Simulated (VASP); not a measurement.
A run of VASP 6.6.1 is set up as follows.

The input INCAR:

```
SYSTEM = SnSe
PREC = Accurate ; ENCUT = 520
EDIFF = 1E-8 ; ISMEAR = -1
SIGMA = 0.01 ; LREAL = .FALSE.
LASPH = .TRUE. ; NELM = 80
ALGO = Normal ; ISIF = 2
LWAVE = .FALSE. ; LCHARG = .FALSE.
GGA = PS ; LEFG = .TRUE.
NBANDS = 17
```

File KPOINTS:

```
Automatic mesh
0
G
  7 7 7
  0 0 0
```

The input POSCAR:

```
SnSe
1.0
    0.0000000000      3.0100000000      2.9799000000
    3.0100000000      0.0000000000      2.9799000000
    3.0100000000      3.0100000000      0.0000000000
Sn Se
1 1
Direct
    0.0000000000      0.0000000000      0.0000000000
    0.5000000000      0.5000000000      0.5000000000
```

Potentials or basis: VASP PAW PBE potentials, release 64 (Sn_d, Se).

Command:

```sh
$ cat potpaw_PBE.64/Sn_d/POTCAR potpaw_PBE.64/Se/POTCAR > POTCAR
$ mpirun -np 1 vasp_std > vasp.out
```

Task: Estimate the pressure.

Result: -1.4 GPa.

Task: Estimate the band gap on the k mesh.

Result: 0.68 eV (least direct gap 0.69 eV).

Electric field gradients, principal values (V/Å²):
| atom | least | middle | greatest (by size) |
| --- | --- | --- | --- |
| 1 Sn | 6.896 | 6.899 | -13.794 |
| 2 Se | 0.968 | 0.969 | -1.937 |

Caveat: the cell differs from its parent crystal (zz strain of -1 %); without QUAD_EFG the Cq values of the log hold for a quadrupole moment of 1 mb, not for the nuclei; the PAW data sets were made with another functional, which shifts forces and pressure a little; spin-orbit coupling is left out, which moves the levels of the heavy elements; an odd mesh through Γ misses points on the zone boundary, where band edges can lie.
